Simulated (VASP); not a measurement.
# PtS2 (P4_2/mnm) in VASP: notebook

The runs below take PtS2 through single point, with PBE.

All numbers are computed with VASP 6.6.1; they aren't measurements. Logs are shortened: lines on timing, memory, paths and dates and some standing lists are left out, and cuts for length are marked.

## Step 1: The cell of the first run

The structure is tetragonal, space group P4_2/mnm (No. 136). The conventional cell has a = 5.510 Å, b = 5.510 Å, c = 3.779 Å, α = 90.00°, β = 90.00°, γ = 90.00°. Pt (site symmetry mmm) has 6 S at 2.39 to 2.43 Å within 3.2 Å. S (site symmetry m2m) has 3 Pt at 2.39 to 2.43 Å and 1 S at 2.93 Å within 3.2 Å.

## Step 2: Single point, PBE

Input file INCAR:

```
SYSTEM = PtS2
ALGO = Normal ; EDIFF = 1E-6
ENCUT = 520 ; GGA = PE
ISIF = 2 ; ISMEAR = 0
LASPH = .TRUE. ; LCHARG = .FALSE.
LREAL = .FALSE. ; LWAVE = .FALSE.
NBANDS = 31 ; NELM = 80
PREC = Accurate ; SIGMA = 0.1
```

Input file KPOINTS:

```
k-points
0
G
  4 4 2
  0 0 0
```

Input file POSCAR:

```
PtS2
1.0
    5.5100949834      0.0000000000      0.0000000000
    0.0000000000      5.5100949834      0.0000000000
    0.0000000000      0.0000000000      3.7794703865
Pt S
2 4
Direct
    0.0000000000      0.0000000000      0.0000000000
    0.5000000000      0.5000000000      0.5000000000
    0.6880496136      0.3119503864      0.0000000000
    0.3119503864      0.6880496136      0.0000000000
    0.1880496136      0.1880496136      0.5000000000
    0.8119503864      0.8119503864      0.5000000000
```

Potentials or basis: VASP PAW PBE potentials, release 64 (Pt, S).

Launch:

```console
> cat potpaw_PBE.64/Pt/POTCAR potpaw_PBE.64/S/POTCAR > POTCAR
> mpirun -np 1 vasp_std > vasp.out
```

OUTCAR:

```text
SYSTEM = PtS2
   EDIFF = 1E-6
   ENCUT = 520
   GGA = PE
   ISIF = 2
   ISMEAR = 0
   LASPH = .TRUE.
   LREAL = .FALSE.
   NELM = 80
   PREC = Accurate

 ion  position               nearest neighbor table
   1  0.000  0.000  0.000-   5 2.39   6 2.39   5 2.39   6 2.39   3 2.43   4 2.43
   2  0.500  0.500  0.500-   3 2.39   4 2.39   3 2.39   4 2.39   5 2.43   6 2.43
   3  0.688  0.312  0.000-   2 2.39   2 2.39   1 2.43
   4  0.312  0.688  0.000-   2 2.39   2 2.39   1 2.43
   5  0.188  0.188  0.500-   1 2.39   1 2.39   2 2.43
   6  0.812  0.812  0.500-   1 2.39   1 2.39   2 2.43

  LATTYP: Found a simple tetragonal cell.
 ALAT       =     5.5100949834
 C/A-ratio  =     0.6859174656

  Lattice vectors:

 A1 = (   5.5100949834,   0.0000000000,   0.0000000000)
 A2 = (   0.0000000000,   5.5100949834,   0.0000000000)
 A3 = (   0.0000000000,   0.0000000000,   3.7794703865)

Analysis of symmetry for initial positions (statically):
=====================================================================
 Subroutine PRICEL returns:
 Original cell was already a primitive cell.

 Routine SETGRP: Setting up the symmetry group for a
 simple tetragonal supercell.

 Subroutine GETGRP returns: Found 16 space group operations
 (whereof  8 operations were pure point group operations)
 out of a pool of 16 trial point group operations.

The static configuration has the point symmetry D_2h.
 The point group associated with its full space group is D_4h.

Analysis of symmetry for dynamics (positions and initial velocities):
=====================================================================
 Subroutine PRICEL returns:
 Original cell was already a primitive cell.

 Routine SETGRP: Setting up the symmetry group for a
 simple tetragonal supercell.

 Subroutine GETGRP returns: Found 16 space group operations
 (whereof  8 operations were pure point group operations)
 out of a pool of 16 trial point group operations.

The dynamic configuration has the point symmetry D_2h.
 The point group associated with its full space group is D_4h.

 Subroutine INISYM returns: Found 16 space group operations
 (whereof  8 operations are pure point group operations),
 and found     1 'primitive' translations

----------------------------------------------------------------------------------------

                                     Primitive cell

  volume of cell :     114.7491

  direct lattice vectors                    reciprocal lattice vectors
     5.510094983  0.000000000  0.000000000     0.181485075  0.000000000  0.000000000
     0.000000000  5.510094983  0.000000000     0.000000000  0.181485075  0.000000000
     0.000000000  0.000000000  3.779470386     0.000000000  0.000000000  0.264587336

  length of vectors
     5.510094983  5.510094983  3.779470386     0.181485075  0.181485075  0.264587336

  position of ions in fractional coordinates (direct lattice)
     0.000000000  0.000000000  0.000000000
     0.500000000  0.500000000  0.500000000
     0.688049614  0.311950386  0.000000000
     0.311950386  0.688049614  0.000000000
     0.188049614  0.188049614  0.500000000
     0.811950386  0.811950386  0.500000000

  ion indices of the primitive-cell ions
   primitive index   ion index
                 1           1
                 2           2
                 3           3
                 4           4
                 5           5
                 6           6

----------------------------------------------------------------------------------------

 KPOINTS: k-points

Automatic generation of k-mesh.
 Grid dimensions read from file:
 generate k-points for:    4    4    2

 Generating k-lattice:

  Cartesian coordinates                     Fractional coordinates (reciprocal lattice)
     0.045371269  0.000000000  0.000000000     0.250000000  0.000000000  0.000000000
     0.000000000  0.045371269  0.000000000     0.000000000  0.250000000  0.000000000
     0.000000000  0.000000000  0.132293668     0.000000000  0.000000000  0.500000000

  Length of vectors
     0.045371269  0.045371269  0.132293668

  Shift w.r.t. Gamma in fractional coordinates (k-lattice)
     0.000000000  0.000000000  0.000000000

 Subroutine IBZKPT returns following result:
 ===========================================

 Found     12 irreducible k-points:

 Following reciprocal coordinates:
            Coordinates               Weight
  0.000000  0.000000  0.000000      1.000000
  0.250000  0.000000  0.000000      4.000000
  0.500000  0.000000  0.000000      2.000000
  0.250000  0.250000  0.000000      4.000000
  0.500000  0.250000  0.000000      4.000000
  0.500000  0.500000  0.000000      1.000000
  0.000000  0.000000  0.500000      1.000000
  0.250000  0.000000  0.500000      4.000000
  0.500000  0.000000  0.500000      2.000000
  0.250000  0.250000  0.500000      4.000000
  0.500000  0.250000  0.500000      4.000000
  0.500000  0.500000  0.500000      1.000000
   k-points           NKPTS =     12   k-points in BZ     NKDIM =     12   number of bands    NBANDS=     31
   number of dos      NEDOS =    301   number of ions     NIONS =      6
   total plane-waves  NPLWV =  49392
   dimension x,y,z NGX =    42 NGY =   42 NGZ =   28
   dimension x,y,z NGXF=    84 NGYF=   84 NGZF=   56
   ions per type =               2   4
   NGX,Y,Z   is equivalent  to a cutoff of  12.67, 12.67, 12.32 a.u.
   NGXF,Y,Z  is equivalent  to a cutoff of  25.34, 25.34, 24.63 a.u.
 SYSTEM =  PtS2
   PREC   = accura    normal or accurate (medium, high low for compatibility)
   ISTART =      0    job   : 0-new  1-cont  2-samecut
   ICHARG =      2    charge: 1-file 2-atom 10-const
   ISPIN  =      1    spin polarized calculation?
   LNONCOLLINEAR =      F non collinear calculations
   LSORBIT =      F    spin-orbit coupling
   LASPH  =      T    aspherical Exc in radial PAW
   ENCUT  =  520.0 eV  38.22 Ry    6.18 a.u.  10.25 10.25  7.03*2*pi/ulx,y,z
   NELM   =     80;   NELMIN=  2; NELMDL= -5     # of ELM steps
   EDIFF  = 0.1E-05   stopping-criterion for ELM
   LREAL  =      F    real-space projection
   EDIFFG = 0.1E-04   stopping-criterion for IOM
   NSW    =      0    number of steps for IOM
   IBRION =     -1    ionic relax: 0-MD 1-quasi-New 2-CG
   NFREE  =      0    steps in history (QN), initial steepest desc. (CG)
   ISIF   =      2    stress and relaxation
   ISYM   =      2    0-nonsym 1-usesym 2-fastsym
   POTIM  = 0.5000    time-step for ionic-motion
   TEBEG  =    0.0;   TEEND  =   0.0 temperature during run
   PSTRESS=    0.0 pullay stress
   NELECT =      44.0000    total number of electrons
   NUPDOWN=      -1.0000    fix difference up-down
   EMIN   =  10.00;   EMAX   =-10.00  energy-range for DOS
   EFERMI =   0.00;   METHOD = LEGACY
   ISMEAR =     0;   SIGMA  =   0.10  broadening in eV -4-tet -1-fermi 0-gaus
   EFERMI_NEDOS =   21; number of points for ismear=-14 and -15
   IALGO  =     38    algorithm
   IMIX   =      4    mixing-type and parameters
     AMIX     =   0.40;   BMIX     =  1.00
     AMIX_MAG =   1.60;   BMIX_MAG =  1.00
  volume/ion in A,a.u.               =      19.12       129.06
  Fermi-wavevector in a.u.,A,eV,Ry     =   1.189349  2.247544 19.246139  1.414551
  Thomas-Fermi vector in A             =   2.325458
   LORBIT       =      0    0 simple, 1 ext, 2 COOP (PROOUT), +10 PAW based schemes
   GGA     = PE    functional components
   LHFCALC =     F    Hartree Fock is set to
   AEXX    =    0.0000 exact exchange contribution
   IVDW    =     0    specifies the selected vdW correction
   LEPSILON=     F    determine dielectric tensor
   LRPA    =     F    only Hartree local field effects (RPA)
 non-spin polarized calculation
 Gauss-broadening in eV      SIGMA  =   0.10
  energy-cutoff  :      520.00
  volume of cell :      114.75
 maximum number of plane-waves:      3122
 NGX is ok and might be reduce to    42
   NGX = 21   NGY = 21   NGZ = 15

 number of electron      44.0000000 magnetization

 Free energy of the ion-electron system (eV)
  ---------------------------------------------------
  ext. energy  EPLUGINS =         0.00000000
  ---------------------------------------------------
  free energy    TOTEN  =       -29.04370228 eV

  energy without entropy =      -28.98225989  energy(sigma->0) =      -29.01298108

 E-fermi :   5.8851     XC(G=0): -10.4572

 val. band max:        5.8761361593   @ k =   0.0000   0.0000   0.5000
 cond. band min:       5.9050334654   @ k =   0.2500   0.0000   0.5000
 fundamental gap:      0.0288973062
 Fermi energy:         5.8850654885

 k-point     1 :       0.0000    0.0000    0.0000
  band No.  band energies     occupation
      1      -8.8356      2.00000
      2      -7.2134      2.00000
      3      -6.3658      2.00000
      4      -6.3658      2.00000
      5      -1.8250      2.00000
      6      -1.1308      2.00000
[... 23 lines left out ...]
     30      11.6381      0.00000
     31      12.6201      0.00000

 k-point     2 :       0.2500    0.0000    0.0000
  band No.  band energies     occupation
      1      -8.6346      2.00000
      2      -7.4598      2.00000
      3      -6.4846      2.00000
      4      -6.4127      2.00000
      5      -1.2995      2.00000
      6      -0.8944      2.00000
[... 23 lines left out ...]
     30      12.0902      0.00000
     31      13.4603      0.00000

 k-point     3 :       0.5000    0.0000    0.0000
  band No.  band energies     occupation
      1      -8.0908      2.00000
      2      -8.0908      2.00000
      3      -6.4977      2.00000
      4      -6.4977      2.00000
      5      -0.6092      2.00000
      6      -0.6092      2.00000
[... 295 lines left out ...]
     30      13.0229      0.00000
     31      14.9166      0.00000

 k-point    12 :       0.5000    0.5000    0.5000
  band No.  band energies     occupation
      1      -7.1581      2.00000
      2      -7.1581      2.00000
      3      -6.7662      2.00000
      4      -6.7662      2.00000
      5      -0.9595      2.00000
      6      -0.9595      2.00000
[... 23 lines left out ...]
     30      12.3346      0.00000
     31      14.5473      0.00000

------------------------ aborting loop because EDIFF is reached ----------------------------------------

  FORCE on cell =-STRESS in cart. coord.  units (eV):
  Direction    XX          YY          ZZ          XY          YZ          ZX
  --------------------------------------------------------------------------------------
  -------------------------------------------------------------------------------------
  Total       -0.0029679     -0.0029679     -0.3209301     -0.0000000      0.0000000      0.0000000
  in kB       -0.0414396     -0.0414396     -4.4809689     -0.0000000      0.0000000      0.0000000
  external PRESSURE =      -1.5212827 kB  Pullay stress =       0.0000000 kB

 VOLUME and BASIS-vectors are now :
 -----------------------------------------------------------------------------
  energy-cutoff  :      520.00
  volume of cell :      114.75
      direct lattice vectors                 reciprocal lattice vectors
     5.510094983  0.000000000  0.000000000     0.181485075  0.000000000  0.000000000
     0.000000000  5.510094983  0.000000000     0.000000000  0.181485075  0.000000000
     0.000000000  0.000000000  3.779470386     0.000000000  0.000000000  0.264587336

 POSITION                                       TOTAL-FORCE (eV/Angst)
 -----------------------------------------------------------------------------------
      0.00000      0.00000      0.00000         0.000000      0.000000      0.000000
      2.75505      2.75505      1.88974         0.000000      0.000000      0.000000
      3.79122      1.71888      0.00000        -0.044809      0.044809      0.000000
      1.71888      3.79122      0.00000         0.044809     -0.044809      0.000000
      1.03617      1.03617      1.88974        -0.044809     -0.044809      0.000000
      4.47392      4.47392      1.88974         0.044809      0.044809      0.000000
 -----------------------------------------------------------------------------------
    total drift:                               -0.000000     -0.000000     -0.000000

  FREE ENERGIE OF THE ION-ELECTRON SYSTEM (eV)
  ---------------------------------------------------
  free  energy   TOTEN  =       -29.0437022758 eV

  energy  without entropy=      -28.9822598908  energy(sigma->0) =      -29.01298108
```

Wall time 75 s (1 thread of AMD EPYC 7R43 (Zen 3), shared host); peak memory 0.18 GiB.

What came out:

- Free energy: -29.0437 eV
- Pressure: -0.2 GPa
- Largest force: 0.063 eV/Å
- Band gap on the k mesh: zero (band 22 reaches 6.08 eV, above the bottom of band 23 at 5.83 eV)

Forces on the atoms (eV/Å):
```
Pt   0.000  0.000  0.000
Pt   0.000  0.000  0.000
S   -0.045  0.045  0.000
S    0.045 -0.045  0.000
S   -0.045 -0.045  0.000
S    0.045  0.045  0.000
```

Caveat: the k points lie up to 0.83 Å⁻¹ apart; spin-orbit coupling is left out, which moves the levels of the heavy elements.

## Step 3: Single point, PBE

This run uses another cell than the first one, of 25.81 Å³/atom, 1.350 times its volume.

Input file INCAR:

```
SYSTEM = PtS2
PREC     = Accurate       ! precision mode
ENCUT    = 520            ! plane-wave cutoff, eV
EDIFF    = 1E-6           ! SCF threshold, eV
ISMEAR   = 0              ! smearing method
SIGMA    = 0.1            ! smearing width, eV
LREAL    = .FALSE.        ! projectors in reciprocal space
LASPH    = .TRUE.         ! aspherical terms in the spheres
NELM     = 80             ! most SCF steps
ALGO     = Normal         ! electronic algorithm
ISIF     = 2              ! what is computed and relaxed
LWAVE    = .FALSE.        ! write WAVECAR
LCHARG   = .FALSE.        ! write CHGCAR
GGA      = PE             ! functional
NBANDS   = 31             ! bands
```

Input file KPOINTS:

```
Automatic mesh
0
G
  4 4 2
  0 0 0
```

Input file POSCAR:

```
PtS2
1.0
    4.2935069400      0.0000000000      0.0000000000
    0.0000000000      4.2935069400      0.0000000000
    0.0000000000      0.0000000000      8.4010566100
Pt S
2 4
Direct
    0.0000000000      0.0000000000      0.0000000000
    0.5000000000      0.5000000000      0.5000000000
    0.6914268400      0.3085731600      0.0000000000
    0.3085731600      0.6914268400      0.0000000000
    0.1914268400      0.1914268400      0.5000000000
    0.8085731600      0.8085731600      0.5000000000
```

Potentials or basis: VASP PAW PBE potentials, release 64 (Pt, S).

Launch:

```console
> cat potpaw_PBE.64/Pt/POTCAR potpaw_PBE.64/S/POTCAR > POTCAR
> mpirun -np 1 vasp_std > vasp.out
```

Run time: 91 s. Hardware: 1 thread of AMD EPYC 7R43 (Zen 3), shared host; peak memory 0.23 GiB.

Results (log left out):

```yaml
Free_energy: -18.0953 eV
Pressure: 31.3 GPa
Largest_force: 10.829 eV/Å
Band_gap_on_the_k_mesh: zero (band 22 reaches 4.32 eV, above the bottom of band 23 at 2.50 eV)
```

Forces on the atoms (eV/Å):
```
Pt   0.000  0.000  0.000
Pt   0.000  0.000  0.000
S   -7.657  7.657  0.000
S    7.657 -7.657  0.000
S   -7.657 -7.657  0.000
S    7.657  7.657  0.000
```

Stress tensor (GPa, compression positive):
```
46.94  0.00  0.00
 0.00 46.94  0.00
 0.00  0.00  0.01
```

Levels at points of the mesh, in eV from the Fermi level:
| k point | band 20 | band 21 | band 22 | band 23 | band 24 | band 25 |
| --- | --- | --- | --- | --- | --- | --- |
| (0.00, 0.00, 0.00) | -1.53 | 1.08 | 1.15 | 1.17 | 1.17 | 1.65 |
| (0.50, 0.00, 0.00) | -2.05 | -1.70 | -1.70 | -0.53 | -0.53 | 1.31 |
| (0.50, 0.50, 0.00) | -2.18 | 1.29 | 1.29 | 1.83 | 1.83 | 2.17 |
| (0.00, 0.00, 0.50) | -1.53 | 1.11 | 1.11 | 1.17 | 1.17 | 1.64 |
| (0.50, 0.00, 0.50) | -2.02 | -1.74 | -1.74 | -0.46 | -0.46 | 1.34 |
| (0.50, 0.50, 0.50) | -2.06 | 1.29 | 1.29 | 1.83 | 1.83 | 2.17 |

Caveat: the k points lie up to 0.37 Å⁻¹ apart; spin-orbit coupling is left out, which moves the levels of the heavy elements; forces of over 1 eV/Å act on the atoms, so gaps and moduli don't describe the material at rest.
